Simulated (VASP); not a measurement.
# Al2Ru (Fddd) in VASP: notebook

Runs on Al2Ru. Level: LDA. Tasks: single point.

All numbers are computed with VASP 6.6.1; they aren't measurements. Logs are shortened: lines on timing, memory, paths and dates and some standing lists are left out, and cuts for length are marked.

## 1. The cell of the first run

The structure is orthorhombic, space group Fddd (No. 70). Conventional cell: a = 4.665 Å, b = 7.916 Å, c = 8.702 Å, α = 90.00°, β = 90.00°, γ = 90.00°. Within 3.4 Å of Al (site symmetry 2) lie 5 Ru at 2.55 to 2.70 Å and 9 Al at 2.57 to 3.16 Å. Ru (site symmetry 222) has 10 Al at 2.55 to 2.70 Å and 4 Ru at 3.16 Å within 3.4 Å.

## 2. Single point, LDA

Contents of INCAR:

```
PREC = Accurate
ENCUT = 500
EDIFF = 1E-6
ISMEAR = 0
SIGMA = 0.01
LREAL = False
LASPH = True
NELM = 120
ALGO = Normal
ISIF = 2
LWAVE = False
LCHARG = False
NBANDS = 29
GGA_COMPAT = False
```

Contents of KPOINTS:

```
Automatic mesh
0
Gamma
  10 10 10
```

Contents of POSCAR:

```
Al2Ru
1.0
    0.0000000000      3.9579802063      4.3509537322
    2.3323610482      0.0000000000      4.3509537322
    2.3323610482      3.9579802063      0.0000000000
Al Ru
4 2
Direct
    0.0788601564      0.4211398436      0.0788601564
    0.4211398436      0.0788601564      0.4211398436
    0.1711398436      0.8288601564      0.1711398436
    0.8288601564      0.1711398436      0.8288601564
    0.7500000000      0.7500000000      0.7500000000
    0.5000000000      0.5000000000      0.5000000000
```

Potentials or basis: VASP PAW LDA potentials, release 64 (Al, Ru_pv).

On the command line:

```sh
$ cat potpaw_LDA.64/Al/POTCAR potpaw_LDA.64/Ru_pv/POTCAR > POTCAR
$ mpirun -np 1 vasp_std > vasp.out
```

OUTCAR:

```text
PREC = Accurate
   ENCUT = 500
   EDIFF = 1E-6
   ISMEAR = 0
   LREAL = False
   LASPH = True
   NELM = 120
   ISIF = 2

 ion  position               nearest neighbor table
   1  0.079  0.421  0.079-   6 2.55   6 2.55   3 2.57   3 2.57   5 2.60   2 2.65   2 2.65   5 2.70
                             5 2.70   2 2.71   4 3.16   4 3.16   4 3.16   4 3.16
   2  0.421  0.079  0.421-   6 2.55   6 2.55   4 2.57   4 2.57   5 2.60   1 2.65   1 2.65   5 2.70
                             5 2.70   1 2.71   3 3.16   3 3.16   3 3.16   3 3.16
   3  0.171  0.829  0.171-   5 2.55   5 2.55   1 2.57   1 2.57   6 2.60   4 2.65   4 2.65   6 2.70
                             6 2.70   4 2.71   2 3.16   2 3.16   2 3.16   2 3.16
   4  0.829  0.171  0.829-   5 2.55   5 2.55   2 2.57   2 2.57   6 2.60   3 2.65   3 2.65   6 2.70
                             6 2.70   3 2.71   1 3.16   1 3.16   1 3.16   1 3.16
   5  0.750  0.750  0.750-   4 2.55   3 2.55   3 2.55   4 2.55   1 2.60   2 2.60   2 2.70   2 2.70
                             1 2.70   1 2.70   6 3.16   6 3.16   6 3.16   6 3.16
   6  0.500  0.500  0.500-   1 2.55   1 2.55   2 2.55   2 2.55   3 2.60   4 2.60   3 2.70   3 2.70
                             4 2.70   4 2.70   5 3.16   5 3.16   5 3.16   5 3.16

  LATTYP: Found a face centered orthorhombic cell.
 ALAT       =     4.6647220964
 B/A-ratio  =     1.6969843538
 C/A-ratio  =     1.8654717869

  Lattice vectors:

 A1 = (   0.0000000000,   3.9579802063,   4.3509537322)
 A2 = (   2.3323610482,   0.0000000000,   4.3509537322)
 A3 = (   2.3323610482,   3.9579802063,   0.0000000000)

Analysis of symmetry for initial positions (statically):
=====================================================================
 Subroutine PRICEL returns:
 Original cell was already a primitive cell.

 Routine SETGRP: Setting up the symmetry group for a
 face centered orthorhombic supercell.

 Subroutine GETGRP returns: Found  8 space group operations
 (whereof  4 operations were pure point group operations)
 out of a pool of  8 trial point group operations.

The static configuration has the point symmetry D_2 .
 The point group associated with its full space group is D_2h.

Analysis of symmetry for dynamics (positions and initial velocities):
=====================================================================
 Subroutine PRICEL returns:
 Original cell was already a primitive cell.

 Routine SETGRP: Setting up the symmetry group for a
 face centered orthorhombic supercell.

 Subroutine GETGRP returns: Found  8 space group operations
 (whereof  4 operations were pure point group operations)
 out of a pool of  8 trial point group operations.

The dynamic configuration has the point symmetry D_2 .
 The point group associated with its full space group is D_2h.

 Subroutine INISYM returns: Found  8 space group operations
 (whereof  4 operations are pure point group operations),
 and found     1 'primitive' translations

----------------------------------------------------------------------------------------

                                     Primitive cell

  volume of cell :      80.3311

  direct lattice vectors                    reciprocal lattice vectors
     0.000000000  3.957980206  4.350953732    -0.214375043  0.126327059  0.114917333
     2.332361048  0.000000000  4.350953732     0.214375043 -0.126327059  0.114917333
     2.332361048  3.957980206  0.000000000     0.214375043  0.126327059 -0.114917333

  length of vectors
     5.881870935  4.936669570  4.594073941     0.274082430  0.274082430  0.274082430

  position of ions in fractional coordinates (direct lattice)
     0.078860156  0.421139844  0.078860156
     0.421139844  0.078860156  0.421139844
     0.171139844  0.828860156  0.171139844
     0.828860156  0.171139844  0.828860156
     0.750000000  0.750000000  0.750000000
     0.500000000  0.500000000  0.500000000

  ion indices of the primitive-cell ions
   primitive index   ion index
                 1           1
                 2           2
                 3           3
                 4           4
                 5           5
                 6           6

----------------------------------------------------------------------------------------

 KPOINTS: Automatic mesh

Automatic generation of k-mesh.
 Grid dimensions read from file:
 generate k-points for:   10   10   10

 Generating k-lattice:

  Cartesian coordinates                     Fractional coordinates (reciprocal lattice)
    -0.021437504  0.012632706  0.011491733     0.100000000  0.000000000  0.000000000
     0.021437504 -0.012632706  0.011491733     0.000000000  0.100000000  0.000000000
     0.021437504  0.012632706 -0.011491733    -0.000000000 -0.000000000  0.100000000

  Length of vectors
     0.027408243  0.027408243  0.027408243

  Shift w.r.t. Gamma in fractional coordinates (k-lattice)
     0.000000000  0.000000000  0.000000000

 Subroutine IBZKPT returns following result:
 ===========================================

 Found    171 irreducible k-points:

 Following reciprocal coordinates:
            Coordinates               Weight
  0.000000  0.000000  0.000000      1.000000
  0.100000  0.000000  0.000000      8.000000
  0.200000  0.000000  0.000000      8.000000
  0.300000  0.000000  0.000000      8.000000
  0.400000  0.000000  0.000000      8.000000
  0.500000  0.000000  0.000000      4.000000
[... 16 lines left out ...]
  0.300000  0.300000  0.000000      2.000000
  0.400000  0.300000  0.000000      8.000000
 [... further k-points ...]
   k-points           NKPTS =    171   k-points in BZ     NKDIM =    171   number of bands    NBANDS=     29
   number of dos      NEDOS =    301   number of ions     NIONS =      6
   total plane-waves  NPLWV =  62208
   dimension x,y,z NGX =    48 NGY =   36 NGZ =   36
   dimension x,y,z NGXF=    96 NGYF=   72 NGZF=   72
   ions per type =               4   2
   NGX,Y,Z   is equivalent  to a cutoff of  13.57, 12.12, 13.03 a.u.
   NGXF,Y,Z  is equivalent  to a cutoff of  27.13, 24.25, 26.05 a.u.
 SYSTEM =  unknown system
   PREC   = accura    normal or accurate (medium, high low for compatibility)
   ISTART =      0    job   : 0-new  1-cont  2-samecut
   ICHARG =      2    charge: 1-file 2-atom 10-const
   ISPIN  =      1    spin polarized calculation?
   LNONCOLLINEAR =      F non collinear calculations
   LSORBIT =      F    spin-orbit coupling
   LASPH  =      T    aspherical Exc in radial PAW
   ENCUT  =  500.0 eV  36.75 Ry    6.06 a.u.  10.72  9.00  8.38*2*pi/ulx,y,z
   NELM   =    120;   NELMIN=  2; NELMDL= -5     # of ELM steps
   EDIFF  = 0.1E-05   stopping-criterion for ELM
   LREAL  =      F    real-space projection
   EDIFFG = 0.1E-04   stopping-criterion for IOM
   NSW    =      0    number of steps for IOM
   IBRION =     -1    ionic relax: 0-MD 1-quasi-New 2-CG
   NFREE  =      0    steps in history (QN), initial steepest desc. (CG)
   ISIF   =      2    stress and relaxation
   ISYM   =      2    0-nonsym 1-usesym 2-fastsym
   POTIM  = 0.5000    time-step for ionic-motion
   TEBEG  =    0.0;   TEEND  =   0.0 temperature during run
   PSTRESS=    0.0 pullay stress
   NELECT =      40.0000    total number of electrons
   NUPDOWN=      -1.0000    fix difference up-down
   EMIN   =  10.00;   EMAX   =-10.00  energy-range for DOS
   EFERMI =   0.00;   METHOD = LEGACY
   ISMEAR =     0;   SIGMA  =   0.01  broadening in eV -4-tet -1-fermi 0-gaus
   EFERMI_NEDOS =   21; number of points for ismear=-14 and -15
   IALGO  =     38    algorithm
   IMIX   =      4    mixing-type and parameters
     AMIX     =   0.40;   BMIX     =  1.00
     AMIX_MAG =   1.60;   BMIX_MAG =  1.00
  volume/ion in A,a.u.               =      13.39        90.35
  Fermi-wavevector in a.u.,A,eV,Ry     =   1.297578  2.452067 22.908254  1.683709
  Thomas-Fermi vector in A             =   2.428962
   LORBIT       =      0    0 simple, 1 ext, 2 COOP (PROOUT), +10 PAW based schemes
   GGA     = CA    functional components
   LHFCALC =     F    Hartree Fock is set to
   AEXX    =    0.0000 exact exchange contribution
   IVDW    =     0    specifies the selected vdW correction
   LEPSILON=     F    determine dielectric tensor
   LRPA    =     F    only Hartree local field effects (RPA)
 non-spin polarized calculation
 Gauss-broadening in eV      SIGMA  =   0.01
  energy-cutoff  :      500.00
  volume of cell :       80.33
 maximum number of plane-waves:      2072
 NGX is ok and might be reduce to    48
   NGX = 21   NGY = 19   NGZ = 17

 number of electron      40.0000001 magnetization

 Free energy of the ion-electron system (eV)
  ---------------------------------------------------
  ext. energy  EPLUGINS =         0.00000000
  ---------------------------------------------------
  free energy    TOTEN  =       -42.40164016 eV

  energy without entropy =      -42.40164016  energy(sigma->0) =      -42.40164016

 E-fermi :  10.8947     XC(G=0): -12.2298

 val. band max:       10.8575615316   @ k =   0.0000   0.0000   0.0000
 cond. band min:      10.9339549918   @ k =   0.0000   0.3000   0.3000
 fundamental gap:      0.0763934602
 Fermi energy:        10.8947437062

 k-point     1 :       0.0000    0.0000    0.0000
  band No.  band energies     occupation
      1     -31.7242      2.00000
      2     -31.6362      2.00000
      3     -31.6278      2.00000
      4     -31.5819      2.00000
      5     -31.5692      2.00000
      6     -31.5602      2.00000
[... 21 lines left out ...]
     28      14.8818      0.00000
     29      15.6315      0.00000

 k-point     2 :       0.1000    0.0000    0.0000
  band No.  band energies     occupation
      1     -31.7231      2.00000
      2     -31.6411      2.00000
      3     -31.6242      2.00000
      4     -31.5820      2.00000
      5     -31.5692      2.00000
      6     -31.5603      2.00000
[... 21 lines left out ...]
     28      15.4912      0.00000
     29      16.0405      0.00000

 k-point     3 :       0.2000    0.0000    0.0000
  band No.  band energies     occupation
      1     -31.7200      2.00000
      2     -31.6492      2.00000
      3     -31.6202      2.00000
      4     -31.5821      2.00000
      5     -31.5695      2.00000
      6     -31.5604      2.00000
[... 638 lines left out ...]
      5     -31.5628      2.00000
      6     -31.5543      2.00000
[... 21 lines left out ...]
     28      15.6854      0.00000
     29      16.4646      0.00000

 k-point    24 :       0.4000    0.3000    0.0000
  band No.  band energies     occupation
      1     -31.6996      2.00000
      2     -31.6580      2.00000
      3     -31.6252      2.00000
      4     -31.6040      2.00000
      5     -31.5613      2.00000
      6     -31.5546      2.00000
[... 21 lines left out ...]
     28      15.8174      0.00000
     29      16.8651      0.00000

 [... further k-points ...]
[... 5 lines left out ...]
  --------------------------------------------------------------------------------------
  -------------------------------------------------------------------------------------
  Total        0.2241681      0.2001945      0.2470823      0.0000000      0.0000000      0.0000000
  in kB        4.4709582      3.9928112      4.9279726      0.0000000      0.0000000      0.0000000
  external PRESSURE =       4.4639140 kB  Pullay stress =       0.0000000 kB

 VOLUME and BASIS-vectors are now :
 -----------------------------------------------------------------------------
  energy-cutoff  :      500.00
  volume of cell :       80.33
      direct lattice vectors                 reciprocal lattice vectors
     0.000000000  3.957980206  4.350953732    -0.214375043  0.126327059  0.114917333
     2.332361048  0.000000000  4.350953732     0.214375043 -0.126327059  0.114917333
     2.332361048  3.957980206  0.000000000     0.214375043  0.126327059 -0.114917333

 POSITION                                       TOTAL-FORCE (eV/Angst)
 -----------------------------------------------------------------------------------
      1.16618      0.62425      2.17548         0.000000      0.007444      0.000000
      1.16618      3.33373      2.17548         0.000000     -0.007444      0.000000
      2.33236      1.35474      4.35095         0.000000     -0.007444      0.000000
      2.33236      6.56122      4.35095         0.000000      0.007444      0.000000
      3.49854      5.93697      6.52643         0.000000      0.000000      0.000000
      2.33236      3.95798      4.35095        -0.000000      0.000000      0.000000
 -----------------------------------------------------------------------------------
    total drift:                               -0.000000     -0.000000     -0.000000

  FREE ENERGIE OF THE ION-ELECTRON SYSTEM (eV)
  ---------------------------------------------------
  free  energy   TOTEN  =       -42.4016401594 eV

  energy  without entropy=      -42.4016401594  energy(sigma->0) =      -42.40164016
```

Wall time 4.7 min (1 thread of Intel Xeon 6975P-C, shared host); peak memory 0.42 GiB.

What came out:

- Free energy: -42.4016 eV
- Pressure: 0.4 GPa
- Largest force: 0.007 eV/Å
- Band gap on the k mesh: 0.08 eV, indirect (least direct gap 1.26 eV)

Forces in eV/Å, atoms in the order of the input:
```
Al   0.000  0.007  0.000
Al   0.000 -0.007  0.000
Al   0.000 -0.007  0.000
Al   0.000  0.007  0.000
Ru   0.000  0.000  0.000
Ru   0.000  0.000  0.000
```

Levels at points of the mesh, in eV from the valence-band top:
```csv
k point,band 18,band 19,band 20,band 21,band 22,band 23
"(0.00, 0.00, 0.00)",-1.29,-1.25,0.00,1.72,2.34,2.41
"(0.50, 0.00, 0.00)",-2.17,-1.18,-0.91,0.34,0.73,1.88
"(0.50, 0.50, 0.00)",-1.65,-1.36,-1.36,2.31,2.31,2.52
"(0.50, 0.00, 0.50)",-2.34,-1.50,-1.50,1.80,1.80,2.48
"(0.00, 0.50, 0.50)",-2.61,-1.31,-1.31,0.35,0.35,4.71
```

A k mesh can miss the band edges.

## 3. Single point, LDA

Contents of INCAR:

```
ALGO = Normal ; EDIFF = 1E-6
ENCUT = 500 ; GGA = CA
GGA_COMPAT = F ; ISIF = 2
ISMEAR = 0 ; LASPH = T
LCHARG = T ; LELF = T
LREAL = F ; LVHAR = T
LWAVE = F ; NBANDS = 29
NELM = 120 ; PREC = Accurate
SIGMA = 0.01
```

Contents of KPOINTS:

```
k-points
0
Gamma
  10 10 10
```

POSCAR is that of step 2.

Potentials or basis: VASP PAW LDA potentials, release 64 (Al, Ru_pv).

On the command line:

```sh
$ cat potpaw_LDA.64/Al/POTCAR potpaw_LDA.64/Ru_pv/POTCAR > POTCAR
$ mpirun -np 1 vasp_std > vasp.out
```

It took 4.8 min on 1 thread of Intel Xeon 6975P-C, shared host; peak memory 0.42 GiB.

Results (log left out):

* Free energy: -42.4016 eV
* Pressure: 0.4 GPa
* Largest force: 0.007 eV/Å
* Band gap on the k mesh: 0.08 eV, indirect (least direct gap 1.26 eV)

Forces in eV/Å, atoms in the order of the input:
```
Al   0.000  0.007  0.000
Al   0.000 -0.007  0.000
Al   0.000 -0.007  0.000
Al   0.000  0.007  0.000
Ru   0.000  0.000  0.000
Ru   0.000  0.000  0.000
```

Levels at points of the mesh, in eV from the valence-band top:
| k point | band 16 | band 17 | band 18 | band 19 | band 20 | band 21 | band 22 | band 23 | band 24 | band 25 |
| --- | --- | --- | --- | --- | --- | --- | --- | --- | --- | --- |
| (0.00, 0.00, 0.00) | -3.00 | -2.07 | -1.29 | -1.25 | 0.00 | 1.72 | 2.34 | 2.41 | 2.66 | 2.84 |
| (0.50, 0.00, 0.00) | -2.63 | -2.27 | -2.17 | -1.18 | -0.91 | 0.34 | 0.73 | 1.88 | 3.32 | 4.28 |
| (0.50, 0.50, 0.00) | -2.41 | -1.65 | -1.65 | -1.36 | -1.36 | 2.31 | 2.31 | 2.52 | 2.52 | 3.70 |
| (0.50, 0.00, 0.50) | -2.87 | -2.34 | -2.34 | -1.50 | -1.50 | 1.80 | 1.80 | 2.48 | 2.48 | 3.32 |
| (0.00, 0.50, 0.50) | -2.95 | -2.61 | -2.61 | -1.31 | -1.31 | 0.35 | 0.35 | 4.71 | 4.71 | 4.90 |

A k mesh can miss the band edges.
